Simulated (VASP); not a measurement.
# Fe (P6_3/mmc) in VASP: a series of runs, part 3 of 3

VASP 6.6.1.

## 5. Single point, LDA (9.56 Å³/atom)

This run uses another cell than the first one, of 9.56 Å³/atom.

INCAR reads:

```
PREC = Accurate
ENCUT = 520
EDIFF = 1E-6
ISMEAR = -1
SIGMA = 0.1
LREAL = F
LASPH = T
NELM = 80
ALGO = Normal
ISIF = 2
LWAVE = F
LCHARG = F
NBANDS = 15
```

KPOINTS reads:

```
Automatic mesh
0
Gamma
  17 17 9
```

POSCAR reads:

```
Fe
1.0
    2.4081101376      0.0000000000      0.0000000000
   -1.2040550688      2.0854845543      0.0000000000
    0.0000000000      0.0000000000      3.8057326330
Fe
2
Direct
    0.3333333333      0.6666666667      0.2500000000
    0.6666666667      0.3333333333      0.7500000000
```

Potentials or basis: VASP PAW LDA potentials, release 64 (Fe).

The run is started by

```bash
> cat potpaw_LDA.64/Fe/POTCAR > POTCAR
> mpirun -np 1 vasp_std > vasp.out
```

OUTCAR:

```text
PREC = Accurate
   ENCUT = 520
   EDIFF = 1E-6
   ISMEAR = -1
   LREAL = F
   LASPH = T
   NELM = 80
   ISIF = 2

 ion  position               nearest neighbor table
   1  0.333  0.667  0.250-   2 2.36   2 2.36   2 2.36   2 2.36   2 2.36   2 2.36
   2  0.667  0.333  0.750-   1 2.36   1 2.36   1 2.36   1 2.36   1 2.36   1 2.36

  LATTYP: Found a hexagonal cell.
 ALAT       =     2.4081101376
 C/A-ratio  =     1.5803814674

  Lattice vectors:

 A1 = (   2.4081101376,   0.0000000000,   0.0000000000)
[... 620 lines left out ...]
------------------------ aborting loop because EDIFF is reached ----------------------------------------

  FORCE on cell =-STRESS in cart. coord.  units (eV):
  Direction    XX          YY          ZZ          XY          YZ          ZX
  --------------------------------------------------------------------------------------
  -------------------------------------------------------------------------------------
  Total       -0.0350657     -0.0350657     -0.0348132      0.0000000     -0.0000000      0.0000000
  in kB       -2.9394881     -2.9394881     -2.9183179      0.0000000     -0.0000000      0.0000000
  external PRESSURE =      -2.9324313 kB  Pullay stress =       0.0000000 kB

 VOLUME and BASIS-vectors are now :
 -----------------------------------------------------------------------------
  energy-cutoff  :      520.00
  volume of cell :       19.11
      direct lattice vectors                 reciprocal lattice vectors
     2.408110138  0.000000000  0.000000000     0.415263399  0.239752435  0.000000000
    -1.204055069  2.085484554  0.000000000     0.000000000  0.479504870  0.000000000
     0.000000000  0.000000000  3.805732633     0.000000000  0.000000000  0.262761496

 POSITION                                       TOTAL-FORCE (eV/Angst)
 -----------------------------------------------------------------------------------
     -0.00000      1.39032      0.95143        -0.000000      0.000000      0.000000
      1.20406      0.69516      2.85430         0.000000     -0.000000      0.000000
 -----------------------------------------------------------------------------------
    total drift:                                0.000000     -0.000000     -0.000000

  FREE ENERGIE OF THE ION-ELECTRON SYSTEM (eV)
  ---------------------------------------------------
  free  energy   TOTEN  =       -18.8618571815 eV

  energy  without entropy=      -18.7832246667  energy(sigma->0) =      -18.82254092
```

Run time: 53 s. Hardware: 1 thread of Intel Xeon 8259CL, shared host; peak memory 0.15 GiB.

Results:

* Free energy: -18.8619 eV
* Pressure: -0.3 GPa
* Band gap on the k mesh: zero (bands 8 and 9 overlap by 2.08 eV)

Caveat: the run has no spin polarisation, though such a crystal can be magnetic. Spin polarisation is off, so any magnetic state and its effect on volume and gap are missing.

## 6. Single point, LDA (9.94 Å³/atom)

This run uses another cell than the first one, of 9.94 Å³/atom.

INCAR reads:

```
SYSTEM = Fe
PREC = Accurate ; ENCUT = 520
EDIFF = 1E-7 ; ISMEAR = -1
SIGMA = 0.1 ; LREAL = .False.
LASPH = .True. ; NELM = 60
ALGO = Normal ; ISIF = 2
LWAVE = .False. ; LCHARG = .False.
NBANDS = 15
```

KPOINTS reads:

```
Automatic mesh
0
Gamma
  17 17 9
  0 0 0
```

POSCAR reads:

```
Fe
1.0
    2.4397994314      0.0000000000      0.0000000000
   -1.2198997157      2.1129282877      0.0000000000
    0.0000000000      0.0000000000      3.8558138056
Fe
2
Direct
    0.3333333333      0.6666666667      0.2500000000
    0.6666666667      0.3333333333      0.7500000000
```

Potentials or basis: VASP PAW LDA potentials, release 64 (Fe).

The run is started by

```bash
> cat potpaw_LDA.64/Fe/POTCAR > POTCAR
> mpirun -np 1 vasp_std > vasp.out
```

Run time: 55 s. Hardware: 1 thread of Intel Xeon 8259CL, shared host; peak memory 0.15 GiB.

It converged, with:

```yaml
Free_energy: -18.8298 eV
Pressure: -12.7 GPa
Band_gap_on_the_k_mesh: zero (bands 8 and 9 overlap by 1.96 eV)
```

Stress tensor (GPa, compression positive):
```
-12.51   0.00   0.00
  0.00 -12.51   0.00
  0.00   0.00 -12.96
```

Levels at points of the mesh, in eV from the Fermi level:
| k point | band 5 | band 6 | band 7 | band 8 | band 9 | band 10 | band 11 | band 12 |
| --- | --- | --- | --- | --- | --- | --- | --- | --- |
| (0.00, 0.00, 0.00) | -1.59 | -1.24 | -1.24 | -0.88 | -0.88 | 0.62 | 0.75 | 0.75 |

Caveat: the cell stands under tension; the run has no spin polarisation, though such a crystal can be magnetic.

## 7. The runs side by side

```tsv
cell	gap on the mesh (eV)	pressure (GPa)
a = 2.308, b = 2.308, c = 3.647 Å, angles 90.0, 90.0, 120.0°, 2 atoms	none	59.1
a = 2.342, b = 2.342, c = 3.701 Å, angles 90.0, 90.0, 120.0°, 2 atoms	none	34.6
a = 2.376, b = 2.376, c = 3.754 Å, angles 90.0, 90.0, 120.0°, 2 atoms	none	15.2
a = 2.408, b = 2.408, c = 3.806 Å, angles 90.0, 90.0, 120.0°, 2 atoms	none	-0.3
a = 2.440, b = 2.440, c = 3.856 Å, angles 90.0, 90.0, 120.0°, 2 atoms	none	-12.7
```

Alike in all rows: task single point; level LDA; potentials or basis VASP PAW LDA potentials, release 64 (Fe); no spin polarisation; k mesh 17 × 17 × 9; cutoff (eV) 520; smearing fermi-dirac 0.1 eV.

Caveats: the run has no spin polarisation, though such a crystal can be magnetic; the cell stands under pressure (at least some runs); the cell stands under tension (at least some runs).

Absolute energies hang on the potentials; compare differences alone.
